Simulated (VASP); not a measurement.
# Ga (Fm-3m) in VASP: a series of runs

Runs on Ga. Level: r2SCAN. Tasks: single point.

All numbers are computed with VASP 6.6.1; they aren't measurements. Logs are shortened: lines on timing, memory, paths and dates and some standing lists are left out, and cuts for length are marked.

## (1) The cell of the first run

It takes space group Fm-3m (No. 225, cubic). Conventional cell: a = 4.154 Å, b = 4.154 Å, c = 4.154 Å, α = 90.00°, β = 90.00°, γ = 90.00°. Within 3.9 Å of Ga (site symmetry m-3m) lie 12 Ga at 2.94 Å.

## (2) Single point, r2SCAN

The input, POSCAR:

```
Ga
1.0
    0.0000000000      2.0770707132      2.0770707132
    2.0770707132      0.0000000000      2.0770707132
    2.0770707132      2.0770707132      0.0000000000
Ga
1
Direct
    0.0000000000      0.0000000000      0.0000000000
```

The input, INCAR.step1:

```
SYSTEM = Ga
  PREC = Accurate
  ENCUT = 520
  ISMEAR = -1
  SIGMA = 0.1
  LREAL = .FALSE.
  LASPH = .TRUE.
  NELM = 100
  NBANDS = 12
  GGA = PE
  ALGO = Normal
  EDIFF = 1E-4
  LWAVE = .TRUE.
  LCHARG = .FALSE.
```

The input, INCAR.step2:

```
SYSTEM = Ga
  PREC = Accurate
  ENCUT = 520
  EDIFF = 1E-6
  ISMEAR = -1
  SIGMA = 0.1
  LREAL = .FALSE.
  LASPH = .TRUE.
  NELM = 100
  ALGO = Normal
  ISIF = 2
  LWAVE = .FALSE.
  LCHARG = .TRUE.
  METAGGA = R2SCAN
  LMIXTAU = .TRUE.
  LELF = .TRUE.
  LVHAR = .TRUE.
  NBANDS = 12
  ISTART = 1
```

The input, KPOINTS:

```
Automatic mesh
0
G
  13 13 13
  0 0 0
```

Potentials or basis: VASP PAW PBE potentials, release 64 (Ga_d).

On the command line:

```
> cat potpaw_PBE.64/Ga_d/POTCAR > POTCAR
> cp INCAR.step1 INCAR
> mpirun -np 1 vasp_std > vasp.out
> cp INCAR.step2 INCAR
> mpirun -np 1 vasp_std > vasp.out
```

OUTCAR:

```text
SYSTEM = Ga
   PREC = Accurate
   ENCUT = 520
   EDIFF = 1E-6
   ISMEAR = -1
   LREAL = .FALSE.
   LASPH = .TRUE.
   NELM = 100
   ISIF = 2
   METAGGA = R2SCAN
   ISTART = 1

 ion  position               nearest neighbor table
   1  0.000  0.000  0.000-

  LATTYP: Found a face centered cubic cell.
 ALAT       =     4.1541414264

  Lattice vectors:

 A1 = (   0.0000000000,   2.0770707132,   2.0770707132)
 A2 = (   2.0770707132,   0.0000000000,   2.0770707132)
 A3 = (   2.0770707132,   2.0770707132,   0.0000000000)

Analysis of symmetry for initial positions (statically):
=====================================================================
 Subroutine PRICEL returns:
 Original cell was already a primitive cell.

 Routine SETGRP: Setting up the symmetry group for a
 face centered cubic supercell.

 Subroutine GETGRP returns: Found 48 space group operations
 (whereof 48 operations were pure point group operations)
 out of a pool of 48 trial point group operations.

The static configuration has the point symmetry O_h .

Analysis of symmetry for dynamics (positions and initial velocities):
=====================================================================
 Subroutine PRICEL returns:
 Original cell was already a primitive cell.

 Routine SETGRP: Setting up the symmetry group for a
 face centered cubic supercell.

 Subroutine GETGRP returns: Found 48 space group operations
 (whereof 48 operations were pure point group operations)
 out of a pool of 48 trial point group operations.

The dynamic configuration has the point symmetry O_h .

 Subroutine INISYM returns: Found 48 space group operations
 (whereof 48 operations are pure point group operations),
 and found     1 'primitive' translations

----------------------------------------------------------------------------------------

                                     Primitive cell

  volume of cell :      17.9219

  direct lattice vectors                    reciprocal lattice vectors
     0.000000000  2.077070713  2.077070713    -0.240723629  0.240723629  0.240723629
     2.077070713  0.000000000  2.077070713     0.240723629 -0.240723629  0.240723629
     2.077070713  2.077070713  0.000000000     0.240723629  0.240723629 -0.240723629

  length of vectors
     2.937421573  2.937421573  2.937421573     0.416945556  0.416945556  0.416945556

  position of ions in fractional coordinates (direct lattice)
     0.000000000  0.000000000  0.000000000

  ion indices of the primitive-cell ions
   primitive index   ion index
                 1           1

----------------------------------------------------------------------------------------

 KPOINTS: Automatic mesh

Automatic generation of k-mesh.
 Grid dimensions read from file:
 generate k-points for:   13   13   13

 Generating k-lattice:

  Cartesian coordinates                     Fractional coordinates (reciprocal lattice)
    -0.018517202  0.018517202  0.018517202     0.076923077  0.000000000  0.000000000
     0.018517202 -0.018517202  0.018517202     0.000000000  0.076923077  0.000000000
     0.018517202  0.018517202 -0.018517202     0.000000000  0.000000000  0.076923077

  Length of vectors
     0.032072735  0.032072735  0.032072735

  Shift w.r.t. Gamma in fractional coordinates (k-lattice)
     0.000000000  0.000000000  0.000000000

 Subroutine IBZKPT returns following result:
 ===========================================

 Found     84 irreducible k-points:

 Following reciprocal coordinates:
            Coordinates               Weight
  0.000000  0.000000  0.000000      1.000000
  0.076923  0.000000  0.000000      8.000000
  0.153846  0.000000  0.000000      8.000000
  0.230769  0.000000  0.000000      8.000000
  0.307692  0.000000  0.000000      8.000000
  0.384615  0.000000  0.000000      8.000000
[... 16 lines left out ...]
  0.384615  0.153846  0.000000     24.000000
  0.461538  0.153846  0.000000     24.000000
 [... further k-points ...]
   k-points           NKPTS =     84   k-points in BZ     NKDIM =     84   number of bands    NBANDS=     12
   number of dos      NEDOS =    301   number of ions     NIONS =      1
   total plane-waves  NPLWV =  13824
   dimension x,y,z NGX =    24 NGY =   24 NGZ =   24
   dimension x,y,z NGXF=    48 NGYF=   48 NGZF=   48
   ions per type =               1
   NGX,Y,Z   is equivalent  to a cutoff of  13.58, 13.58, 13.58 a.u.
   NGXF,Y,Z  is equivalent  to a cutoff of  27.17, 27.17, 27.17 a.u.
 SYSTEM =  Ga
   PREC   = accura    normal or accurate (medium, high low for compatibility)
   ISTART =      1    job   : 0-new  1-cont  2-samecut
   ICHARG =      0    charge: 1-file 2-atom 10-const
   ISPIN  =      1    spin polarized calculation?
   LNONCOLLINEAR =      F non collinear calculations
   LSORBIT =      F    spin-orbit coupling
   LASPH  =      T    aspherical Exc in radial PAW
   ENCUT  =  520.0 eV  38.22 Ry    6.18 a.u.   5.46  5.46  5.46*2*pi/ulx,y,z
   NELM   =    100;   NELMIN=  2; NELMDL=  0     # of ELM steps
   EDIFF  = 0.1E-05   stopping-criterion for ELM
   LREAL  =      F    real-space projection
   EDIFFG = 0.1E-04   stopping-criterion for IOM
   NSW    =      0    number of steps for IOM
   IBRION =     -1    ionic relax: 0-MD 1-quasi-New 2-CG
   NFREE  =      0    steps in history (QN), initial steepest desc. (CG)
   ISIF   =      2    stress and relaxation
   ISYM   =      2    0-nonsym 1-usesym 2-fastsym
   POTIM  = 0.5000    time-step for ionic-motion
   TEBEG  =    0.0;   TEEND  =   0.0 temperature during run
   PSTRESS=    0.0 pullay stress
   NELECT =      13.0000    total number of electrons
   NUPDOWN=      -1.0000    fix difference up-down
   EMIN   =  10.00;   EMAX   =-10.00  energy-range for DOS
   EFERMI =   0.00;   METHOD = LEGACY
   ISMEAR =    -1;   SIGMA  =   0.10  broadening in eV -4-tet -1-fermi 0-gaus
   EFERMI_NEDOS =   21; number of points for ismear=-14 and -15
   IALGO  =     38    algorithm
   IMIX   =      4    mixing-type and parameters
     AMIX     =   0.40;   BMIX     =  1.00
     AMIX_MAG =   1.60;   BMIX_MAG =  1.00
  volume/ion in A,a.u.               =      17.92       120.94
  Fermi-wavevector in a.u.,A,eV,Ry     =   1.470939  2.779672 29.438403  2.163662
  Thomas-Fermi vector in A             =   2.586135
   LORBIT       =      0    0 simple, 1 ext, 2 COOP (PROOUT), +10 PAW based schemes
   METAGGA = R2SCAN    functional components
   LHFCALC =     F    Hartree Fock is set to
   AEXX    =    0.0000 exact exchange contribution
   IVDW    =     0    specifies the selected vdW correction
   LEPSILON=     F    determine dielectric tensor
   LRPA    =     F    only Hartree local field effects (RPA)
 non-spin polarized calculation
  energy-cutoff  :      520.00
  volume of cell :       17.92
 maximum number of plane-waves:       531
 NGX is ok and might be reduce to    24
   NGX = 11   NGY = 11   NGZ = 11

 number of electron      12.9999992 magnetization

 Free energy of the ion-electron system (eV)
  ---------------------------------------------------
  ext. energy  EPLUGINS =         0.00000000
  ---------------------------------------------------
  free energy    TOTEN  =       -11.30791626 eV

  energy without entropy =      -11.29478387  energy(sigma->0) =      -11.30135007

 E-fermi :   5.9921     XC(G=0): -12.4776

 val. band max:        5.9134717067   @ k =  -0.3846   0.3846   0.0000
 cond. band min:       6.0198290925   @ k =  -0.3077   0.4615   0.2308
 fundamental gap:      0.1063573858
 Fermi energy:         5.9920912448

 k-point     1 :       0.0000    0.0000    0.0000
  band No.  band energies     occupation
      1      -9.5483      2.00000
      2      -9.5483      2.00000
      3      -9.5483      2.00000
      4      -9.4045      2.00000
      5      -9.4045      2.00000
      6      -6.1219      2.00000
      7      19.5232      0.00000
      8      19.5234      0.00000
      9      19.5234      0.00000
     10      22.8771      0.00000
     11      23.2375      0.00000
     12      23.2375      0.00000

 k-point     2 :       0.0769    0.0000    0.0000
  band No.  band energies     occupation
      1      -9.5514      2.00000
      2      -9.5400      2.00000
      3      -9.5400      2.00000
      4      -9.4058      2.00000
      5      -9.4058      2.00000
      6      -5.9551      2.00000
      7      17.4593      0.00000
      8      19.1411      0.00000
      9      19.1412      0.00000
     10      21.8708      0.00000
     11      23.8574      0.00000
     12      23.8575      0.00000

 k-point     3 :       0.1538    0.0000    0.0000
  band No.  band energies     occupation
      1      -9.5626      2.00000
      2      -9.5222      2.00000
      3      -9.5222      2.00000
      4      -9.4040      2.00000
      5      -9.4040      2.00000
      6      -5.4505      2.00000
      7      14.0655      0.00000
      8      18.4261      0.00000
      9      18.4263      0.00000
     10      21.5557      0.00000
     11      25.0053      0.00000
     12      25.0054      0.00000
[... 286 lines left out ...]
 k-point    23 :       0.3846    0.1538    0.0000
  band No.  band energies     occupation
      1      -9.6241      2.00000
      2      -9.5267      2.00000
      3      -9.4697      2.00000
      4      -9.4016      2.00000
      5      -9.2985      2.00000
      6      -2.3323      2.00000
      7       7.1953      0.00001
      8      14.4532      0.00000
      9      14.4794      0.00000
     10      17.9677      0.00000
     11      24.1009      0.00000
     12      26.4573      0.00000

 k-point    24 :       0.4615    0.1538    0.0000
  band No.  band energies     occupation
      1      -9.6269      2.00000
      2      -9.5409      2.00000
      3      -9.4822      2.00000
      4      -9.3728      2.00000
      5      -9.2803      2.00000
      6      -0.6933      2.00000
      7       4.5015      2.00000
      8      13.4221      0.00000
      9      14.5666      0.00000
     10      17.9466      0.00000
     11      25.3019      0.00000
     12      25.6621      0.00000

 [... further k-points ...]
[... 5 lines left out ...]
  --------------------------------------------------------------------------------------
  -------------------------------------------------------------------------------------
  Total        0.0041520      0.0041520      0.0041520      0.0000000     -0.0000000      0.0000000
  in kB        0.3711783      0.3711783      0.3711783      0.0000000     -0.0000000      0.0000000
  external PRESSURE =       0.3711783 kB  Pullay stress =       0.0000000 kB

 VOLUME and BASIS-vectors are now :
 -----------------------------------------------------------------------------
  energy-cutoff  :      520.00
  volume of cell :       17.92
      direct lattice vectors                 reciprocal lattice vectors
     0.000000000  2.077070713  2.077070713    -0.240723629  0.240723629  0.240723629
     2.077070713  0.000000000  2.077070713     0.240723629 -0.240723629  0.240723629
     2.077070713  2.077070713  0.000000000     0.240723629  0.240723629 -0.240723629

 POSITION                                       TOTAL-FORCE (eV/Angst)
 -----------------------------------------------------------------------------------
      0.00000      0.00000      0.00000         0.000000      0.000000      0.000000
 -----------------------------------------------------------------------------------
    total drift:                               -0.000000      0.000000     -0.000000

  FREE ENERGIE OF THE ION-ELECTRON SYSTEM (eV)
  ---------------------------------------------------
  free  energy   TOTEN  =       -11.3079162575 eV

  energy  without entropy=      -11.2947838725  energy(sigma->0) =      -11.30135007
```

Wall time 45 s (1 thread of Intel Xeon 6975P-C, shared host); peak memory 0.15 GiB.

Results:

| Item | Value |
| --- | --- |
| Free energy | -11.3079 eV |
| Pressure | 0.0 GPa |

Caveat: the PAW data sets were made with another functional, which shifts forces and pressure a little.

## (3) Single point, r2SCAN (volume scaled by 0.88)

The input, POSCAR:

```
Ga
1.0
    0.0000000000      1.9904235720      1.9904235720
    1.9904235720      0.0000000000      1.9904235720
    1.9904235720      1.9904235720      0.0000000000
Ga
1
Direct
    0.0000000000      0.0000000000      0.0000000000
```

The input, INCAR.step1:

```
ALGO = Normal
EDIFF = 1E-4
ENCUT = 520
GGA = PE
ISMEAR = -1
LASPH = True
LCHARG = False
LREAL = False
LWAVE = True
NBANDS = 12
NELM = 60
PREC = Accurate
SIGMA = 0.1
```

The input, INCAR.step2:

```
ALGO = Normal
EDIFF = 1E-7
ENCUT = 520
ISIF = 2
ISMEAR = -1
ISTART = 1
LASPH = True
LCHARG = False
LMIXTAU = True
LREAL = False
LWAVE = False
METAGGA = R2SCAN
NBANDS = 12
NELM = 60
PREC = Accurate
SIGMA = 0.1
```

The input, KPOINTS:

```
k-points
0
Gamma
  15 15 15
```

Potentials or basis: VASP PAW PBE potentials, release 64 (Ga_d).

On the command line:

```
> cat potpaw_PBE.64/Ga_d/POTCAR > POTCAR
> cp INCAR.step1 INCAR
> mpirun -np 1 vasp_std > vasp.out
> cp INCAR.step2 INCAR
> mpirun -np 1 vasp_std > vasp.out
```

Run time: 60 s. Hardware: 1 thread of Intel Xeon 6975P-C, shared host; peak memory 0.16 GiB.

Results (log left out):

```yaml
Free_energy: -11.2592 eV
Pressure: 10.0 GPa
```

Levels at points of the mesh, in eV from the Fermi level:
```
           k point  band 3  band 4  band 5  band 6  band 7  band 8  band 9  band 10
(0.00, 0.00, 0.00)  -15.88  -15.68  -15.68  -13.41   14.99   14.99   14.99    17.37
```

Caveat: the PAW data sets were made with another functional, which shifts forces and pressure a little.
